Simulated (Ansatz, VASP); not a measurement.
## ScAl3: VASP beside Ansatz

The input POSCAR:

```
ScAl3
1.0
    4.0855365693      0.0000000000      0.0000000000
    0.0000000000      4.0855365693      0.0000000000
    0.0000000000      0.0000000000      4.0855365693
Sc Al
1 3
Direct
    0.0000000000      0.0000000000      0.0000000000
    0.5000000000      0.0000000000      0.5000000000
    0.0000000000      0.5000000000      0.5000000000
    0.5000000000      0.5000000000      0.0000000000
```

INCAR.step1

```
ALGO = Normal
EDIFF = 1E-4
ENCUT = 520
GGA = PE
ISMEAR = 0
LASPH = T
LCHARG = F
LREAL = F
LWAVE = T
NBANDS = 18
NELM = 60
PREC = Accurate
SIGMA = 0.15
```

INCAR.step2

```
ALGO = Normal
EDIFF = 1E-7
ENCUT = 520
ISIF = 2
ISMEAR = 0
ISTART = 1
LASPH = T
LCHARG = F
LMIXTAU = T
LREAL = F
LWAVE = F
METAGGA = R2SCAN
NBANDS = 18
NELM = 60
PREC = Accurate
SIGMA = 0.15
```

KPOINTS

```
k-points
0
Gamma
  8 8 8
```

Input for Ansatz:

```yaml
crystal:
  lattice:
    - [4.0855365693, 0.0, 0.0]
    - [0.0, 4.0855365693, 0.0]
    - [0.0, 0.0, 4.0855365693]
  atoms:
    - { symbol: Sc, position: [0.0, 0.0, 0.0] }
    - { symbol: Al, position: [0.5, 0.0, 0.5] }
    - { symbol: Al, position: [0.0, 0.5, 0.5] }
    - { symbol: Al, position: [0.5, 0.5, 0.0] }
basis:
  ecutwfc: 500
kpoints:
  mp_grid: { grid: [8, 8, 8] }
hamiltonian:
  xc: r2scan
scf:
  occupations: { method: gaussian, width: 0.15 }
output:
  forces: true
  stress: true
  eigenvalues: true
```

Alike in both runs: task single point; functional r2SCAN; k mesh 8 × 8 × 8; occupations gaussian, width 0.15 eV; no spin polarisation.

|  | VASP | Ansatz |
| --- | --- | --- |
| version | VASP 6.6.1 | Ansatz 0.2.0 |
| potentials or method | VASP PAW PBE potentials, release 64 (Sc_sv, Al), cutoff 520 eV | scalar-relativistic, plane waves, PAW |
| valence electrons in the cell | 20 | 20 |

```csv
,VASP,Ansatz,Ansatz less VASP
gap on the k mesh at the Fermi level (eV),none,none,-
pressure (GPa),0.1,0.1,0.00
```

VASP's potentials were made for PBE, not for r2SCAN. A gap of «none» marks a metal or a gap that the smearing closes.
